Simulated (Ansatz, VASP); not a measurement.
## CaGe2N3: VASP beside Ansatz

```
Ca Ge N
1.0
     3.81229    0.00000    0.00000
    -1.90615    3.30154    0.00000
     0.00000    0.00000    9.26476
Ca Ge N
1 2 3
Cartesian
  0.0000 2.2010 6.1528
  0.0000 0.0000 9.2357
  1.9061 1.1005 3.1282
  0.0000 0.0000 2.3196
  1.9061 1.1005 5.4855
  0.0000 2.2010 8.4210
```

Change from the starting cell: species swapped into the MnCd2Te3 type (P3m1, No. 156).

Alike in both runs: task relaxation of cell and atoms; functional PBE; k mesh 5 × 5 × 2; occupations gaussian, width 0.2 eV; no spin polarisation.

|  | VASP | Ansatz |
| --- | --- | --- |
| version | VASP 6.6.1 | Ansatz 0.2.0 |
| potentials or method | VASP PAW PBE potentials, release 64 (Ca_sv, Ge_d, N), cutoff 600 eV | scalar-relativistic, plane waves, PAW |
| valence electrons in the cell | 53 | 53 |

|  | VASP | Ansatz | Ansatz less VASP |
| --- | --- | --- | --- |
| gap on the k mesh at the Fermi level, each at its own relaxed structure (eV) | none | none | - |
| relaxed volume (Å³/atom) | 14.40 | 14.48 | +0.083 |
| relaxed cell length with the largest relative difference (Å) | 8.486 | 8.527 | +0.0412 |

A gap of «none» marks a metal or a gap that the smearing closes.

The k mesh is coarse, so the values compare programs but aren't converged. Noted on VASP's run: the volume moved by over 15 % at a fixed basis, so the end points are rough.
